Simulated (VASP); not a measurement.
# Cd (Fm-3m) in VASP: further runs, part 2 of 2

VASP 6.6.1.

## 4. Single point, r2SCAN (20.02 Å³/atom)

This run uses another cell than the first one, of 20.02 Å³/atom.

The input, POSCAR:

```
Cd
1.0
    0.0000000000      2.1550282285      2.1550282285
    2.1550282285      0.0000000000      2.1550282285
    2.1550282285      2.1550282285      0.0000000000
Cd
1
Direct
    0.0000000000      0.0000000000      0.0000000000
```

The input, INCAR.step1:

```
  PREC = Accurate
  ENCUT = 550
  ISMEAR = -1
  SIGMA = 0.1
  LREAL = False
  LASPH = True
  NELM = 120
  NBANDS = 12
  GGA = PE
  ALGO = Normal
  EDIFF = 1E-5
  LWAVE = True
  LCHARG = False
  GGA_COMPAT = False
```

The input, INCAR.step2:

```
  PREC = Accurate
  ENCUT = 550
  EDIFF = 1E-6
  ISMEAR = -1
  SIGMA = 0.1
  LREAL = False
  LASPH = True
  NELM = 120
  ALGO = Normal
  ISIF = 2
  LWAVE = False
  LCHARG = False
  METAGGA = R2SCAN
  LMIXTAU = True
  NBANDS = 12
  ISTART = 1
  GGA_COMPAT = False
```

The input, KPOINTS:

```
Automatic mesh
0
Gamma
  14 14 14
```

Potentials or basis: VASP PAW PBE potentials, release 64 (Cd).

Launch:

```
cat potpaw_PBE.64/Cd/POTCAR > POTCAR
cp INCAR.step1 INCAR
mpirun -np 1 vasp_std > vasp.out
cp INCAR.step2 INCAR
mpirun -np 1 vasp_std > vasp.out
```

OUTCAR:

```text
PREC = Accurate
   ENCUT = 550
   EDIFF = 1E-6
   ISMEAR = -1
   LREAL = False
   LASPH = True
   NELM = 120
   ISIF = 2
   METAGGA = R2SCAN
   ISTART = 1

 ion  position               nearest neighbor table
   1  0.000  0.000  0.000-

  LATTYP: Found a face centered cubic cell.
 ALAT       =     4.3100564570

  Lattice vectors:

 A1 = (   0.0000000000,   2.1550282285,   2.1550282285)
 A2 = (   2.1550282285,   0.0000000000,   2.1550282285)
 A3 = (   2.1550282285,   2.1550282285,   0.0000000000)

Analysis of symmetry for initial positions (statically):
=====================================================================
 Subroutine PRICEL returns:
 Original cell was already a primitive cell.

 Routine SETGRP: Setting up the symmetry group for a
 face centered cubic supercell.

 Subroutine GETGRP returns: Found 48 space group operations
 (whereof 48 operations were pure point group operations)
 out of a pool of 48 trial point group operations.

The static configuration has the point symmetry O_h .

Analysis of symmetry for dynamics (positions and initial velocities):
=====================================================================
 Subroutine PRICEL returns:
 Original cell was already a primitive cell.

 Routine SETGRP: Setting up the symmetry group for a
 face centered cubic supercell.

 Subroutine GETGRP returns: Found 48 space group operations
 (whereof 48 operations were pure point group operations)
 out of a pool of 48 trial point group operations.

The dynamic configuration has the point symmetry O_h .

 Subroutine INISYM returns: Found 48 space group operations
 (whereof 48 operations are pure point group operations),
 and found     1 'primitive' translations

----------------------------------------------------------------------------------------

                                     Primitive cell
[... 113 lines left out ...]
   LORBIT       =      0    0 simple, 1 ext, 2 COOP (PROOUT), +10 PAW based schemes
   METAGGA = R2SCAN    functional components
   LHFCALC =     F    Hartree Fock is set to
   AEXX    =    0.0000 exact exchange contribution
   IVDW    =     0    specifies the selected vdW correction
   LEPSILON=     F    determine dielectric tensor
   LRPA    =     F    only Hartree local field effects (RPA)
 non-spin polarized calculation
  energy-cutoff  :      550.00
  volume of cell :       20.02
 maximum number of plane-waves:       598
   NGX = 11   NGY = 11   NGZ = 11

 number of electron      11.9999995 magnetization

 Free energy of the ion-electron system (eV)
  ---------------------------------------------------
  ext. energy  EPLUGINS =         0.00000000
  ---------------------------------------------------
  free energy    TOTEN  =       -20.05557772 eV

  energy without entropy =      -20.04739004  energy(sigma->0) =      -20.05148388

 E-fermi :   3.4703     XC(G=0): -12.2994

 val. band max:        3.2819365777   @ k =  -0.4286   0.0714   0.0000
 cond. band min:       3.5573991857   @ k =  -0.3571   0.5000   0.1429
 fundamental gap:      0.2754626080
 Fermi energy:         3.4702762279

 k-point     1 :       0.0000    0.0000    0.0000
  band No.  band energies     occupation
      1      -6.3825      2.00000
      2      -6.3815      2.00000
      3      -6.3815      2.00000
      4      -6.3815      2.00000
      5      -5.8231      2.00000
      6      -5.8231      2.00000
      7      18.2023      0.00000
      8      20.0801      0.00000
      9      20.0801      0.00000
     10      20.0801      0.00000
     11      23.5294      0.00000
     12      23.5294      0.00000
[... 331 lines left out ...]
 k-point    24 :       0.2857    0.1429    0.0000
  band No.  band energies     occupation
      1      -6.6907      2.00000
      2      -6.2492      2.00000
      3      -6.1083      2.00000
      4      -6.0879      2.00000
      5      -5.5965      2.00000
      6      -3.9500      2.00000
      7      11.3287      0.00000
      8      15.4258      0.00000
      9      16.9793      0.00000
     10      17.6033      0.00000
     11      20.9946      0.00000
     12      25.4150      0.00000

 [... further k-points ...]

------------------------ aborting loop because EDIFF is reached ----------------------------------------

  FORCE on cell =-STRESS in cart. coord.  units (eV):
  Direction    XX          YY          ZZ          XY          YZ          ZX
  --------------------------------------------------------------------------------------
  -------------------------------------------------------------------------------------
  Total        0.7508523      0.7508523      0.7508523      0.0000000     -0.0000000     -0.0000000
  in kB       60.1002402     60.1002402     60.1002402      0.0000000     -0.0000000     -0.0000000
  external PRESSURE =      60.1002402 kB  Pullay stress =       0.0000000 kB

 VOLUME and BASIS-vectors are now :
 -----------------------------------------------------------------------------
  energy-cutoff  :      550.00
  volume of cell :       20.02
      direct lattice vectors                 reciprocal lattice vectors
     0.000000000  2.155028228  2.155028228    -0.232015522  0.232015522  0.232015522
     2.155028228  0.000000000  2.155028228     0.232015522 -0.232015522  0.232015522
     2.155028228  2.155028228  0.000000000     0.232015522  0.232015522 -0.232015522

 POSITION                                       TOTAL-FORCE (eV/Angst)
 -----------------------------------------------------------------------------------
      0.00000      0.00000      0.00000         0.000000      0.000000      0.000000
 -----------------------------------------------------------------------------------
    total drift:                               -0.000000      0.000000     -0.000000

  FREE ENERGIE OF THE ION-ELECTRON SYSTEM (eV)
  ---------------------------------------------------
  free  energy   TOTEN  =       -20.0555777200 eV

  energy  without entropy=      -20.0473900426  energy(sigma->0) =      -20.05148388
```

OUTCAR.step1:

```text
PREC = Accurate
   ENCUT = 550
   ISMEAR = -1
   LREAL = False
   LASPH = True
   NELM = 120
[... 574 lines left out ...]
 POSITION                                       TOTAL-FORCE (eV/Angst)
 -----------------------------------------------------------------------------------
      0.00000      0.00000      0.00000         0.000000      0.000000     -0.000000
 -----------------------------------------------------------------------------------
    total drift:                                0.000000      0.000000     -0.000000

  FREE ENERGIE OF THE ION-ELECTRON SYSTEM (eV)
  ---------------------------------------------------
  free  energy   TOTEN  =        -0.6830347029 eV

  energy  without entropy=       -0.6748909675  energy(sigma->0) =       -0.67896284
```

Wall time 62 s (1 thread of Intel Xeon 8259CL, shared host); peak memory 0.16 GiB.

Results:

```yaml
Free_energy: -20.0556 eV
Pressure: 6.0 GPa
Band_gap_on_the_k_mesh: zero (bands 6 and 7 overlap by 2.59 eV)
```

Caveat: the cell stands under pressure; the PAW data sets were made with another functional, which shifts forces and pressure a little.

## 5. Single point, r2SCAN (20.89 Å³/atom)

This run uses another cell than the first one, of 20.89 Å³/atom.

The input, POSCAR:

```
Cd
1.0
    0.0000000000      2.1858185060      2.1858185060
    2.1858185060      0.0000000000      2.1858185060
    2.1858185060      2.1858185060      0.0000000000
Cd
1
Direct
    0.0000000000      0.0000000000      0.0000000000
```

The input, INCAR.step1:

```
SYSTEM = Cd
ALGO     = Normal         ! electronic algorithm
EDIFF    = 1E-5           ! SCF threshold, eV
ENCUT    = 550            ! plane-wave cutoff, eV
GGA      = PE             ! functional
GGA_COMPAT= .False.      
ISMEAR   = -1             ! smearing method
LASPH    = .True.         ! aspherical terms in the spheres
LCHARG   = .False.        ! write CHGCAR
LREAL    = .False.        ! projectors in reciprocal space
LWAVE    = .True.         ! write WAVECAR
NBANDS   = 12             ! bands
NELM     = 120            ! most SCF steps
PREC     = Accurate       ! precision mode
SIGMA    = 0.1            ! smearing width, eV
```

The input, INCAR.step2:

```
SYSTEM = Cd
ALGO     = Normal         ! electronic algorithm
EDIFF    = 1E-6           ! SCF threshold, eV
ENCUT    = 550            ! plane-wave cutoff, eV
GGA_COMPAT= .False.      
ISIF     = 2              ! what is computed and relaxed
ISMEAR   = -1             ! smearing method
ISTART   = 1            
LASPH    = .True.         ! aspherical terms in the spheres
LCHARG   = .True.         ! write CHGCAR
LELF     = .True.         ! ELF
LMIXTAU  = .True.       
LREAL    = .False.        ! projectors in reciprocal space
LVHAR    = .True.       
LWAVE    = .False.        ! write WAVECAR
METAGGA  = R2SCAN         ! meta-GGA
NBANDS   = 12             ! bands
NELM     = 120            ! most SCF steps
PREC     = Accurate       ! precision mode
SIGMA    = 0.1            ! smearing width, eV
```

The input, KPOINTS:

```
k-points
0
Gamma
  14 14 14
  0 0 0
```

Launch:

```
cat potpaw_PBE.64/Cd/POTCAR > POTCAR
cp INCAR.step1 INCAR
mpirun -np 1 vasp_std > vasp.out
cp INCAR.step2 INCAR
mpirun -np 1 vasp_std > vasp.out
```

Wall time 63 s (1 thread of Intel Xeon 8259CL, shared host); peak memory 0.16 GiB.

The run converged. Its results:

```
Free energy            : -20.0792 eV
Pressure               : 2.7 GPa
Band gap on the k mesh : zero (bands 6 and 7 overlap by 2.66 eV)
```

Levels at points of the mesh, in eV from the Fermi level:
```csv
k point,band 2,band 3,band 4,band 5,band 6,band 7,band 8,band 9,band 10,band 11
"(0.00, 0.00, 0.00)",-9.70,-9.70,-9.49,-9.20,-9.20,14.59,16.18,16.18,16.18,19.54
"(0.50, 0.00, 0.00)",-9.70,-9.70,-8.78,-8.78,-2.60,-1.25,13.65,13.65,13.81,17.47
"(0.50, 0.50, 0.00)",-10.36,-8.80,-8.67,-8.67,-1.00,1.74,7.33,7.33,11.63,12.13
```

Caveat: the PAW data sets were made with another functional, which shifts forces and pressure a little.

## 6. The runs side by side

| cell | k mesh | gap on the mesh (eV) | pressure (GPa) |
| --- | --- | --- | --- |
| a = 3.134 Å, angles 60.0°, 1 atom | 12 × 12 × 12 | none | 0.2 |
| a = 3.003 Å, angles 60.0°, 1 atom | 14 × 14 × 14 | none | 10.3 |
| a = 3.048 Å, angles 60.0°, 1 atom | 14 × 14 × 14 | none | 6.0 |
| a = 3.091 Å, angles 60.0°, 1 atom | 14 × 14 × 14 | none | 2.7 |

Alike in all rows: task single point; level r2SCAN; potentials or basis VASP PAW PBE potentials, release 64 (Cd); no spin polarisation; cutoff (eV) 550; smearing fermi-dirac 0.1 eV.

Caveats: the PAW data sets were made with another functional, which shifts forces and pressure a little; the cell stands under pressure (at least some runs).

Total energies depend on the potentials used, so only differences within one code and one set of settings carry meaning.
